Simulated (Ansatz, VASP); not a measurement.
## One calculation of Sc2Cd, two programs

```
CELL_PARAMETERS angstrom
0.00000 3.42188 3.42188
3.42188 0.00000 3.42188
3.42188 3.42188 0.00000
ATOMIC_POSITIONS crystal
Sc 0.25000 0.25000 0.25000
Sc 0.75000 0.75000 0.75000
Cd 0.00000 0.00000 0.00000
```

Alike in both runs: task relaxation of cell and atoms; functional PBE; k mesh 12 × 12 × 12; occupations gaussian, width 0.1 eV; no spin polarisation.

|  | VASP | Ansatz |
| --- | --- | --- |
| version | VASP 6.6.1 | Ansatz 0.2.0 |
| potentials or method | VASP PAW PBE potentials, release 64 (Sc_sv, Cd), cutoff 600 eV | scalar-relativistic, plane waves, PAW |
| valence electrons in the cell | 34 | 42 |

VASP gave:

| Quantity | Value |
| --- | --- |
| gap on the k mesh at the Fermi level, each at its own relaxed structure (eV) | none |
| relaxed volume (Å³/atom) | 26.78 |
| relaxed length of the cell vector where the two differ most in proportion (Å) | 4.843 |

Task: Estimate Ansatz's values.

Result: gap on the k mesh at the Fermi level, each at its own relaxed structure (eV): none; relaxed volume (Å³/atom): 26.76; relaxed length of the cell vector where the two differ most in proportion (Å): 4.842.

A gap of «none» marks a metal or a gap that the smearing closes. VASP's potentials hold 34 valence electrons a cell and Ansatz's 42, so a difference there can come from the potentials and not from the codes.
